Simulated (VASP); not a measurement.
# Hg (P3_221) in VASP: relaxation of cell and atoms with PBE

Aim: the relaxation of cell and atoms of Hg with PBE.

Everything below comes from runs of VASP 6.6.1. Logs are shortened: lines on timing, memory, paths and dates and some standing lists are left out, and cuts for length are marked.

## 1. The cell of the first run

The structure is trigonal, space group P3_221 (No. 154). The conventional cell has a = 4.615 Å, b = 4.615 Å, c = 5.245 Å, α = 90.00°, β = 90.00°, γ = 120.00°. Within 3.3 Å of Hg (site symmetry 2) lie 2 Hg at 2.46 Å.

## 2. Relaxation of cell and atoms, PBE

File INCAR:

```
SYSTEM = Hg
PREC = Accurate ; ENCUT = 500
EDIFF = 1E-7 ; ISMEAR = 0
SIGMA = 0.1 ; LREAL = .False.
LASPH = .True. ; NELM = 120
ALGO = Normal ; ISIF = 3
LWAVE = .False. ; LCHARG = .False.
GGA = PE ; IBRION = 2
NSW = 90 ; EDIFFG = -0.04
GGA_COMPAT = .False. ; NELMIN = 4
```

File KPOINTS:

```
regular mesh
0
Gamma
  6 6 4
  0 0 0
```

File POSCAR:

```
Hg
1.0
    4.6150545443      0.0000000000      0.0000000000
   -2.3075272722      3.9967544752      0.0000000000
    0.0000000000      0.0000000000      5.2447971963
Hg
3
Direct
    0.2170000000      0.0000000000      0.1666666667
    0.0000000000      0.2170000000      0.8333333333
    0.7830000000      0.7830000000      0.5000000000
```

Potentials or basis: VASP PAW PBE potentials, release 64 (Hg_sv_GW).

The run is started by

```sh
cat potpaw_PBE.64/Hg_sv_GW/POTCAR > POTCAR
mpirun -np 1 vasp_std > vasp.out
```

OUTCAR:

```text
SYSTEM = Hg
   PREC = Accurate
   ENCUT = 500
   EDIFF = 1E-7
   ISMEAR = 0
   LREAL = .False.
   LASPH = .True.
   NELM = 120
   ISIF = 3
   GGA = PE
   IBRION = 2
   NSW = 90
   EDIFFG = -0.04
   NELMIN = 4

 ion  position               nearest neighbor table
   1  0.217  0.000  0.167-   3 2.46   2 2.46
   2  0.000  0.217  0.833-   3 2.46   1 2.46
   3  0.783  0.783  0.500-   1 2.46   2 2.46

  LATTYP: Found a hexagonal cell.
 ALAT       =     4.6150545443
 C/A-ratio  =     1.1364539998

  Lattice vectors:

 A1 = (   4.6150545443,   0.0000000000,   0.0000000000)
 A2 = (  -2.3075272722,   3.9967544752,   0.0000000000)
 A3 = (   0.0000000000,   0.0000000000,   5.2447971963)

Analysis of symmetry for initial positions (statically):
=====================================================================
 Subroutine PRICEL returns:
 Original cell was already a primitive cell.

 Routine SETGRP: Setting up the symmetry group for a
 hexagonal supercell.

 Subroutine GETGRP returns: Found  6 space group operations
 (whereof  2 operations were pure point group operations)
 out of a pool of 24 trial point group operations.

The static configuration has the point symmetry C_2 .
 The point group associated with its full space group is D_3 .

Analysis of symmetry for dynamics (positions and initial velocities):
=====================================================================
 Subroutine PRICEL returns:
 Original cell was already a primitive cell.

 Routine SETGRP: Setting up the symmetry group for a
 hexagonal supercell.

 Subroutine GETGRP returns: Found  6 space group operations
 (whereof  2 operations were pure point group operations)
 out of a pool of 24 trial point group operations.

The dynamic configuration has the point symmetry C_2 .
 The point group associated with its full space group is D_3 .

 Subroutine INISYM returns: Found  6 space group operations
 (whereof  2 operations are pure point group operations),
 and found     1 'primitive' translations

----------------------------------------------------------------------------------------

                                     Primitive cell

  volume of cell :      96.7415

  direct lattice vectors                    reciprocal lattice vectors
     4.615054544  0.000000000  0.000000000     0.216682163  0.125101505  0.000000000
    -2.307527272  3.996754475  0.000000000     0.000000000  0.250203010  0.000000000
     0.000000000  0.000000000  5.244797196     0.000000000  0.000000000  0.190665142

  length of vectors
     4.615054544  4.615054544  5.244797196     0.250203010  0.250203010  0.190665142

  position of ions in fractional coordinates (direct lattice)
     0.217000000  0.000000000  0.166666667
     0.000000000  0.217000000  0.833333333
     0.783000000  0.783000000  0.500000000

  ion indices of the primitive-cell ions
   primitive index   ion index
                 1           1
                 2           2
                 3           3

----------------------------------------------------------------------------------------

 KPOINTS: regular mesh

Automatic generation of k-mesh.
 Grid dimensions read from file:
 generate k-points for:    6    6    4

 Generating k-lattice:

  Cartesian coordinates                     Fractional coordinates (reciprocal lattice)
     0.036113694  0.020850251  0.000000000     0.166666667  0.000000000  0.000000000
     0.000000000  0.041700502  0.000000000     0.000000000  0.166666667  0.000000000
     0.000000000  0.000000000  0.047666285     0.000000000  0.000000000  0.250000000

  Length of vectors
     0.041700502  0.041700502  0.047666285

  Shift w.r.t. Gamma in fractional coordinates (k-lattice)
     0.000000000  0.000000000  0.000000000

 Subroutine IBZKPT returns following result:
 ===========================================

 Found     24 irreducible k-points:

 Following reciprocal coordinates:
            Coordinates               Weight
  0.000000  0.000000  0.000000      1.000000
  0.166667  0.000000  0.000000      6.000000
  0.333333  0.000000  0.000000      6.000000
  0.500000 -0.000000  0.000000      3.000000
  0.166667  0.166667  0.000000      6.000000
  0.333333  0.166667  0.000000     12.000000
[... 16 lines left out ...]
  0.333333  0.166667  0.500000     12.000000
  0.333333  0.333333  0.500000      2.000000
   k-points           NKPTS =     24   k-points in BZ     NKDIM =     24   number of bands    NBANDS=     36
   number of dos      NEDOS =    301   number of ions     NIONS =      3
   total plane-waves  NPLWV =  51840
   dimension x,y,z NGX =    36 NGY =   36 NGZ =   40
   dimension x,y,z NGXF=    72 NGYF=   72 NGZF=   80
   ions per type =               3
   NGX,Y,Z   is equivalent  to a cutoff of  12.97, 12.97, 12.68 a.u.
   NGXF,Y,Z  is equivalent  to a cutoff of  25.94, 25.94, 25.36 a.u.
 SYSTEM =  Hg
   PREC   = accura    normal or accurate (medium, high low for compatibility)
   ISTART =      0    job   : 0-new  1-cont  2-samecut
   ICHARG =      2    charge: 1-file 2-atom 10-const
   ISPIN  =      1    spin polarized calculation?
   LNONCOLLINEAR =      F non collinear calculations
   LSORBIT =      F    spin-orbit coupling
   LASPH  =      T    aspherical Exc in radial PAW
   ENCUT  =  500.0 eV  36.75 Ry    6.06 a.u.   8.41  8.41  9.56*2*pi/ulx,y,z
   NELM   =    120;   NELMIN=  4; NELMDL= -5     # of ELM steps
   EDIFF  = 0.1E-06   stopping-criterion for ELM
   LREAL  =      F    real-space projection
   EDIFFG = -.4E-01   stopping-criterion for IOM
   NSW    =     90    number of steps for IOM
   IBRION =      2    ionic relax: 0-MD 1-quasi-New 2-CG
   NFREE  =      1    steps in history (QN), initial steepest desc. (CG)
   ISIF   =      3    stress and relaxation
   ISYM   =      2    0-nonsym 1-usesym 2-fastsym
   POTIM  = 0.5000    time-step for ionic-motion
   TEBEG  =    0.0;   TEEND  =   0.0 temperature during run
   PSTRESS=    0.0 pullay stress
   NELECT =      60.0000    total number of electrons
   NUPDOWN=      -1.0000    fix difference up-down
   EMIN   =  10.00;   EMAX   =-10.00  energy-range for DOS
   EFERMI =   0.00;   METHOD = LEGACY
   ISMEAR =     0;   SIGMA  =   0.10  broadening in eV -4-tet -1-fermi 0-gaus
   EFERMI_NEDOS =   21; number of points for ismear=-14 and -15
   IALGO  =     38    algorithm
   IMIX   =      4    mixing-type and parameters
     AMIX     =   0.40;   BMIX     =  1.00
     AMIX_MAG =   1.60;   BMIX_MAG =  1.00
  volume/ion in A,a.u.               =      32.25       217.61
  Fermi-wavevector in a.u.,A,eV,Ry     =   1.396114  2.638273 26.519586  1.949135
  Thomas-Fermi vector in A             =   2.519500
   LORBIT       =      0    0 simple, 1 ext, 2 COOP (PROOUT), +10 PAW based schemes
   GGA     = PE    functional components
   LHFCALC =     F    Hartree Fock is set to
   AEXX    =    0.0000 exact exchange contribution
   IVDW    =     0    specifies the selected vdW correction
   LEPSILON=     F    determine dielectric tensor
   LRPA    =     F    only Hartree local field effects (RPA)
 conjugate gradient relaxation of ions
 non-spin polarized calculation
 Gauss-broadening in eV      SIGMA  =   0.10
  energy-cutoff  :      500.00
  volume of cell :       96.74
 maximum number of plane-waves:      2475
 NGX is ok and might be reduce to    36
   NGX = 17   NGY = 17   NGZ = 19

--------------------------------------- Ionic step        1  -------------------------------------------

 number of electron      59.9999999 magnetization

 Free energy of the ion-electron system (eV)
  ---------------------------------------------------
  ext. energy  EPLUGINS =         0.00000000
  ---------------------------------------------------
  free energy    TOTEN  =         1.57388117 eV

  energy without entropy =        1.57888389  energy(sigma->0) =        1.57638253

------------------------ aborting loop because EDIFF is reached ----------------------------------------

  FORCE on cell =-STRESS in cart. coord.  units (eV):
  Direction    XX          YY          ZZ          XY          YZ          ZX
  --------------------------------------------------------------------------------------
  -------------------------------------------------------------------------------------
  Total        4.2518363      4.2518363     12.0482500     -0.0000000     -0.0000000      0.0000000
  in kB       70.4164479     70.4164479    199.5361298     -0.0000000     -0.0000000      0.0000000
  external PRESSURE =     113.4563419 kB  Pullay stress =       0.0000000 kB
[... 92 lines left out ...]
  FREE ENERGIE OF THE ION-ELECTRON SYSTEM (eV)
  ---------------------------------------------------
  free  energy   TOTEN  =         0.0809923673 eV

  energy  without entropy=        0.0860066915  energy(sigma->0) =        0.08349953

 E-fermi :   3.8935     XC(G=0):  -9.9969

 val. band max:        3.8644882235   @ k =   0.3333   0.3333   0.5000
 cond. band min:       3.9464961723   @ k =   0.3333   0.3333   0.5000
 fundamental gap:      0.0820079487
 Fermi energy:         3.8934606632

 k-point     1 :       0.0000    0.0000    0.0000
  band No.  band energies     occupation
      1    -110.8174      2.00000
      2    -110.8155      2.00000
      3    -110.8155      2.00000
      4     -59.1696      2.00000
      5     -59.1696      2.00000
      6     -59.1649      2.00000
[... 925 lines left out ...]
     35      13.7775      0.00000
     36      13.9484      0.00000

[... ionic steps 4 to 18 ...]

--------------------------------------- Ionic step       19  -------------------------------------------

 number of electron      60.0000013 magnetization

------------------------ aborting loop because EDIFF is reached ----------------------------------------

  FORCE on cell =-STRESS in cart. coord.  units (eV):
  Direction    XX          YY          ZZ          XY          YZ          ZX
  --------------------------------------------------------------------------------------
  -------------------------------------------------------------------------------------
  Total        0.1226498      0.1226498      0.0994051     -0.0000000      0.0000000     -0.0000000
  in kB        2.3312142      2.3312142      1.8893998     -0.0000000      0.0000000     -0.0000000
  external PRESSURE =       2.1839427 kB  Pullay stress =       0.0000000 kB
[... 59 lines left out ...]
  energy  without entropy=       -0.5882984549  energy(sigma->0) =       -0.59032036

--------------------------------------- Ionic step       21  -------------------------------------------

 number of electron      60.0000015 magnetization

 Free energy of the ion-electron system (eV)
  ---------------------------------------------------
  ext. energy  EPLUGINS =         0.00000000
  ---------------------------------------------------
  free energy    TOTEN  =        -0.59405192 eV

  energy without entropy =       -0.59093395  energy(sigma->0) =       -0.59249293

 E-fermi :   4.0877     XC(G=0): -10.1797

 val. band max:        3.8977608039   @ k =   0.3333   0.1667   0.2500
 cond. band min:       4.0924377902   @ k =   0.3333   0.3333   0.5000
 fundamental gap:      0.1946769864
 Fermi energy:         4.0876730957

 k-point     1 :       0.0000    0.0000    0.0000
  band No.  band energies     occupation
      1    -110.5820      2.00000
      2    -110.5798      2.00000
      3    -110.5798      2.00000
      4     -58.9267      2.00000
      5     -58.9266      2.00000
      6     -58.9266      2.00000
[... 955 lines left out ...]
  FREE ENERGIE OF THE ION-ELECTRON SYSTEM (eV)
  ---------------------------------------------------
  free  energy   TOTEN  =        -0.5940519180 eV

  energy  without entropy=       -0.5909339494  energy(sigma->0) =       -0.59249293

 reached required accuracy - stopping structural energy minimisation
```

Run time: 28 min. Hardware: 1 thread of Intel Xeon Platinum 8259CL at 2.50GHz (Skylake/Cascade Lake), shared host; peak memory 0.28 GiB.

Results:

```yaml
Free_energy: -0.5941 eV
Relaxed_volume: 28.30 Å³/atom
Relaxed_cell: a = 4.330 Å, b = 4.330 Å, c = 5.229 Å, α = 90.00°, β = 90.00°, γ = 120.00°
Space_group_after_relaxing_to_0.1_Å: Pm-3m (No. 221)
Energy_gained_by_relaxing: 722.6 meV/atom
Ionic_steps: 21
Pressure_after_relaxing: 0.0 GPa
Band_gap_on_the_k_mesh: zero (bands 30 and 31 overlap by 5.68 eV)
```

The path:
| step | energy change (eV) | largest force (eV/Å) | pressure (GPa) | volume (Å³) |
| --- | --- | --- | --- | --- |
| 1 | 0.0000 | 4.2934 | 11.35 | 96.74 |
| 2 | -1.5076 | 0.2652 | -1.14 | 131.82 |
| 3 | -1.4929 | 0.5726 | -0.87 | 121.36 |
| 4 | -1.5103 | 0.3285 | -1.08 | 128.92 |
| 5 | -1.5102 | 0.3440 | -1.08 | 128.21 |
| 6 | -1.5717 | 0.3375 | -1.34 | 123.51 |
| 7 | -1.7433 | 0.3497 | -1.09 | 110.02 |
| 8 | -1.9571 | 0.4108 | -0.03 | 85.67 |
| 9 | -1.9233 | 0.3801 | 2.67 | 76.93 |
| 10 | -1.9586 | 0.4169 | 0.60 | 82.99 |
| 11 | -2.0313 | 0.1511 | 0.66 | 80.93 |
| 12 | -2.0446 | 0.0099 | 1.02 | 79.64 |
| 13 | -2.1159 | 0.0722 | -0.12 | 84.31 |
| 14 | -2.1296 | 0.0993 | -1.21 | 89.25 |
| 15 | -2.1322 | 0.0930 | -1.00 | 87.74 |
| 16 | -2.1469 | 0.1571 | 0.50 | 84.09 |
| 17 | -2.1544 | 0.1303 | -0.07 | 85.50 |
| 18 | -2.1610 | 0.0984 | -0.01 | 85.12 |
| 19 | -2.1675 | 0.0089 | 0.22 | 84.29 |
| 20 | -2.1662 | 0.0103 | -0.39 | 86.14 |
| 21 | -2.1679 | 0.0011 | -0.01 | 84.89 |

Final structure:
```xyz
3
Lattice="4.3297 0.0000 0.0000 -2.1649 3.7497 0.0000 0.0000 0.0000 5.2291" Properties=species:S:1:pos:R:3 pbc="T T T"
Hg   -0.7205    3.7497    0.8715
Hg    3.6076    1.2508    4.3575
Hg    1.4427    2.4988    2.6145
```

Caveat: spin-orbit coupling is left out, which moves the levels of the heavy elements.
